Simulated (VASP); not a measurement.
# CsPbCl3: single point with PBE

Crystal: CsPbCl3.

```
Cs Pb Cl
1.0
     5.60500    0.00000    0.00000
     0.00000    5.60500    0.00000
     0.00000    0.00000    5.60500
Cs Pb Cl
1 1 3
Direct
  0.00000 0.00000 0.00000
  0.50000 0.50000 0.50000
  0.50000 0.50000 0.00000
  0.00000 0.50000 0.50000
  0.50000 0.00000 0.50000
```

```
Program             : VASP 6.6.1
Task                : single point
Functional          : PBE
Potentials or basis : VASP PAW PBE potentials, release 64 (Cs_sv, Pb_d, Cl)
Cutoff              : 500 eV
k mesh              : 4 × 4 × 4
Occupations         : gaussian, width 0.1 eV
Spin                : no spin polarisation
```

```yaml
Pressure: 1.8 GPa
Band_gap_on_the_k_mesh: 1.94 eV
```

Levels at points of the mesh, in eV from the valence-band top:
| k point | band 19 | band 20 | band 21 | band 22 | band 23 | band 24 | band 25 | band 26 |
| --- | --- | --- | --- | --- | --- | --- | --- | --- |
| (0.00, 0.00, 0.00) | -2.65 | -2.54 | -2.54 | -2.54 | 3.34 | 4.28 | 4.28 | 5.20 |
| (0.50, 0.00, 0.00) | -2.75 | -2.65 | -2.65 | -1.69 | 3.03 | 4.68 | 5.19 | 5.33 |
| (0.50, 0.50, 0.00) | -2.83 | -2.76 | -2.23 | -0.82 | 2.52 | 2.52 | 4.94 | 5.38 |
| (0.50, 0.50, 0.50) | -2.22 | -2.22 | -2.22 | 0.00 | 1.94 | 1.94 | 1.94 | 5.11 |

Wall time 82 s on 1 thread of Intel Xeon 8259CL (shared host), peak memory 0.27 GiB.

Caveat: spin-orbit coupling is left out, which moves the levels of the heavy elements. A k mesh can miss the band edges.
